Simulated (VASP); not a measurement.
# Au (P-1) in VASP: further runs

Aim: see how the results for Au move with the level of theory and the settings. Levels: PBEsol, LDA. Tasks: single point.

All numbers are computed with VASP 6.6.1; they aren't measurements. Logs are shortened: lines on timing, memory, paths and dates and some standing lists are left out, and cuts for length are marked.

## 1. The cell of the first run

The typed cell holds 2 atoms: a = 2.853 Å, b = 2.857 Å, c = 5.259 Å, α = 103.14°, β = 102.66°, γ = 90.26°.

## 2. Single point, PBEsol (volume scaled by 1.04)

The input, INCAR:

```
SYSTEM = Au
PREC = Accurate
ENCUT = 520
EDIFF = 1E-7
ISMEAR = -1
SIGMA = 0.05
LREAL = .FALSE.
LASPH = .TRUE.
NELM = 60
ALGO = Fast
ISIF = 2
LWAVE = .FALSE.
LCHARG = .FALSE.
GGA = PS
NBANDS = 18
```

The input, KPOINTS:

```
regular mesh
0
G
  10 10 6
  0 0 0
```

The input, POSCAR:

```
Au
1.0
    2.8525392154      0.0000000000      0.0000000000
   -0.0131258315      2.8572914708      0.0000000000
   -1.1528656209     -1.2010102618      4.9888111224
Au
2
Direct
    0.6728620000      0.6659620000      0.2740550000
    0.3271380000      0.3340380000      0.7259450000
```

Potentials or basis: VASP PAW PBE potentials, release 64 (Au).

On the command line:

```console
$ cat potpaw_PBE.64/Au/POTCAR > POTCAR
$ mpirun -np 1 vasp_std > vasp.out
```

OUTCAR:

```text
SYSTEM = Au
   PREC = Accurate
   ENCUT = 520
   EDIFF = 1E-7
   ISMEAR = -1
   LREAL = .FALSE.
   LASPH = .TRUE.
   NELM = 60
   ISIF = 2
   GGA = PS

 ion  position               nearest neighbor table
   1  0.673  0.666  0.274-   2 2.77   2 2.96   2 3.02   2 3.04   2 3.09
   2  0.327  0.334  0.726-   1 2.77   1 2.96   1 3.02   1 3.04   1 3.09

  LATTYP: Found a triclinic cell.
 ALAT       =     2.8525392154
 B/A-ratio  =     1.4186468224
 C/A-ratio  =     2.8424930260
 COS(alpha) =     0.0022337933
 COS(beta)  =     0.5581870929
 COS(gamma) =     0.7081406305

  Lattice vectors:

 A1 = (  -2.8525392154,   0.0000000000,   0.0000000000)
 A2 = (  -2.8656650469,   2.8572914708,   0.0000000000)
 A3 = (  -4.5259611469,  -4.5135726798,  -4.9888111224)

Analysis of symmetry for initial positions (statically):
=====================================================================
 Subroutine PRICEL returns:
 Original cell was already a primitive cell.

 Routine SETGRP: Setting up the symmetry group for a
 triclinic supercell.

 Subroutine GETGRP returns: Found  2 space group operations
 (whereof  2 operations were pure point group operations)
 out of a pool of  2 trial point group operations.

The static configuration has the point symmetry S_2 .

Analysis of symmetry for dynamics (positions and initial velocities):
=====================================================================
 Subroutine PRICEL returns:
 Original cell was already a primitive cell.

 Routine SETGRP: Setting up the symmetry group for a
 triclinic supercell.

 Subroutine GETGRP returns: Found  2 space group operations
 (whereof  2 operations were pure point group operations)
 out of a pool of  2 trial point group operations.

The dynamic configuration has the point symmetry S_2 .

 Subroutine INISYM returns: Found  2 space group operations
 (whereof  2 operations are pure point group operations),
 and found     1 'primitive' translations

----------------------------------------------------------------------------------------

                                     Primitive cell

  volume of cell :      40.6615

  direct lattice vectors                    reciprocal lattice vectors
     2.852539215  0.000000000  0.000000000     0.350564856  0.001610426  0.081399816
[... 82 lines left out ...]
   LSORBIT =      F    spin-orbit coupling
   LASPH  =      T    aspherical Exc in radial PAW
   ENCUT  =  520.0 eV  38.22 Ry    6.18 a.u.   5.30  5.31  9.78*2*pi/ulx,y,z
   NELM   =     60;   NELMIN=  2; NELMDL= -5     # of ELM steps
   EDIFF  = 0.1E-06   stopping-criterion for ELM
   LREAL  =      F    real-space projection
   EDIFFG = 0.1E-05   stopping-criterion for IOM
   NSW    =      0    number of steps for IOM
   IBRION =     -1    ionic relax: 0-MD 1-quasi-New 2-CG
   NFREE  =      0    steps in history (QN), initial steepest desc. (CG)
   ISIF   =      2    stress and relaxation
   ISYM   =      2    0-nonsym 1-usesym 2-fastsym
   POTIM  = 0.5000    time-step for ionic-motion
   TEBEG  =    0.0;   TEEND  =   0.0 temperature during run
   PSTRESS=    0.0 pullay stress
   NELECT =      22.0000    total number of electrons
   NUPDOWN=      -1.0000    fix difference up-down
   EMIN   =  10.00;   EMAX   =-10.00  energy-range for DOS
   EFERMI =   0.00;   METHOD = LEGACY
   ISMEAR =    -1;   SIGMA  =   0.05  broadening in eV -4-tet -1-fermi 0-gaus
   EFERMI_NEDOS =   21; number of points for ismear=-14 and -15
   IALGO  =     68    algorithm
   IMIX   =      4    mixing-type and parameters
     AMIX     =   0.40;   BMIX     =  1.00
     AMIX_MAG =   1.60;   BMIX_MAG =  1.00
  volume/ion in A,a.u.               =      20.33       137.20
  Fermi-wavevector in a.u.,A,eV,Ry     =   1.333996  2.520888 24.212198  1.779546
  Thomas-Fermi vector in A             =   2.462812
   LORBIT       =      0    0 simple, 1 ext, 2 COOP (PROOUT), +10 PAW based schemes
   GGA     = PS    functional components
   LHFCALC =     F    Hartree Fock is set to
   AEXX    =    0.0000 exact exchange contribution
   IVDW    =     0    specifies the selected vdW correction
   LEPSILON=     F    determine dielectric tensor
   LRPA    =     F    only Hartree local field effects (RPA)
 non-spin polarized calculation
 RMM-DIIS sequential band-by-band and
  energy-cutoff  :      520.00
  volume of cell :       40.66
 maximum number of plane-waves:      1110
 NGX is ok and might be reduce to    24
   NGX = 11   NGY = 11   NGZ = 19

 number of electron      22.0000001 magnetization

 Free energy of the ion-electron system (eV)
  ---------------------------------------------------
  ext. energy  EPLUGINS =         0.00000000
  ---------------------------------------------------
  free energy    TOTEN  =        -7.40244352 eV

  energy without entropy =       -7.39875013  energy(sigma->0) =       -7.40059682

 E-fermi :   6.4474     XC(G=0): -11.7817

 val. band max:        6.4466027616   @ k =   0.3000   0.4000   0.0000
 cond. band min:       6.4840087545   @ k =  -0.4000   0.3000   0.3333
 fundamental gap:      0.0374059929
 Fermi energy:         6.4474257096

 k-point     1 :       0.0000    0.0000    0.0000
  band No.  band energies     occupation
      1      -1.7059      2.00000
      2       0.7325      2.00000
      3       1.0448      2.00000
      4       1.5330      2.00000
      5       2.0587      2.00000
      6       3.7085      2.00000
[... 481 lines left out ...]
      5       2.5279      2.00000
      6       2.9495      2.00000
[... 10 lines left out ...]
     17      18.7194      0.00000
     18      23.2321      0.00000

 [... further k-points ...]

------------------------ aborting loop because EDIFF is reached ----------------------------------------

  FORCE on cell =-STRESS in cart. coord.  units (eV):
  Direction    XX          YY          ZZ          XY          YZ          ZX
  --------------------------------------------------------------------------------------
  -------------------------------------------------------------------------------------
  Total       -3.0803444     -3.1226258     -2.6576524      0.0464633      0.0444558      0.0618654
  in kB     -121.3742711   -123.0402762   -104.7190105      1.8307845      1.7516847      2.4376696
  external PRESSURE =    -116.3778526 kB  Pullay stress =       0.0000000 kB

 VOLUME and BASIS-vectors are now :
 -----------------------------------------------------------------------------
  energy-cutoff  :      520.00
  volume of cell :       40.66
      direct lattice vectors                 reciprocal lattice vectors
     2.852539215  0.000000000  0.000000000     0.350564856  0.001610426  0.081399816
    -0.013125832  2.857291471  0.000000000     0.000000000  0.349981796  0.084254889
    -1.152865621 -1.201010262  4.988811122     0.000000000  0.000000000  0.200448559

 POSITION                                       TOTAL-FORCE (eV/Angst)
 -----------------------------------------------------------------------------------
      1.59468      1.57370      1.36721         0.014179      0.011641      0.163752
      0.09187      0.08258      3.62160        -0.014179     -0.011641     -0.163752
 -----------------------------------------------------------------------------------
    total drift:                                0.000000     -0.000000      0.000000

  FREE ENERGIE OF THE ION-ELECTRON SYSTEM (eV)
  ---------------------------------------------------
  free  energy   TOTEN  =        -7.4024435152 eV

  energy  without entropy=       -7.3987501279  energy(sigma->0) =       -7.40059682
```

OSZICAR:

```text
N       E                     dE             d eps       ncg     rms          rms(c)
DAV:   1     0.119364252546E+03    0.11936E+03   -0.11441E+04 10960   0.116E+03
DAV:   2    -0.593303080606E+01   -0.12530E+03   -0.11896E+03 11578   0.250E+02
DAV:   3    -0.806140679581E+01   -0.21284E+01   -0.21142E+01 12972   0.328E+01
DAV:   4    -0.807217448871E+01   -0.10768E-01   -0.10766E-01 12256   0.243E+00
DAV:   5    -0.807229441542E+01   -0.11993E-03   -0.11993E-03 12416   0.277E-01    0.914E+00
RMM:   6    -0.743020808110E+01    0.64209E+00   -0.12904E+00 10950   0.825E+00    0.607E+00
RMM:   7    -0.740702390707E+01    0.23184E-01   -0.83974E-02 11377   0.223E+00    0.342E+00
RMM:   8    -0.740262347637E+01    0.44004E-02   -0.81660E-03 11742   0.717E-01    0.496E-01
RMM:   9    -0.740242998882E+01    0.19349E-03   -0.13151E-03 12114   0.265E-01    0.953E-02
RMM:  10    -0.740244353750E+01   -0.13549E-04   -0.17801E-04 12255   0.883E-02    0.613E-02
RMM:  11    -0.740244240209E+01    0.11354E-05   -0.26432E-05 12202   0.357E-02    0.227E-02
RMM:  12    -0.740244345318E+01   -0.10511E-05   -0.64045E-06 12229   0.154E-02    0.413E-03
RMM:  13    -0.740244358214E+01   -0.12896E-06   -0.16364E-06 11628   0.761E-03    0.346E-03
RMM:  14    -0.740244351523E+01    0.66911E-07   -0.32001E-07  8963   0.327E-03
   1 F= -.74024435E+01 E0= -.74005968E+01  d E =-.369339E-02
```

It took 66 s on 1 thread of Intel Xeon 6975P-C (Granite Rapids), shared host; peak memory 0.29 GiB.

Results:

* Free energy: -7.4024 eV
* Pressure: -11.6 GPa
* Largest force: 0.165 eV/Å
* Band gap on the k mesh: zero (band 11 reaches 9.80 eV, above the bottom of band 12 at 4.85 eV)

Forces on the atoms (eV/Å):
```
Au   0.014  0.012  0.164
Au  -0.014 -0.012 -0.164
```

Stress tensor (GPa, compression positive):
```
-12.14   0.18   0.24
  0.18 -12.30   0.18
  0.24   0.18 -10.47
```

Caveat: the PAW data sets were made with another functional, which shifts forces and pressure a little; spin-orbit coupling is left out, which moves the levels of the heavy elements.

(Continued in part 2 of 2.)
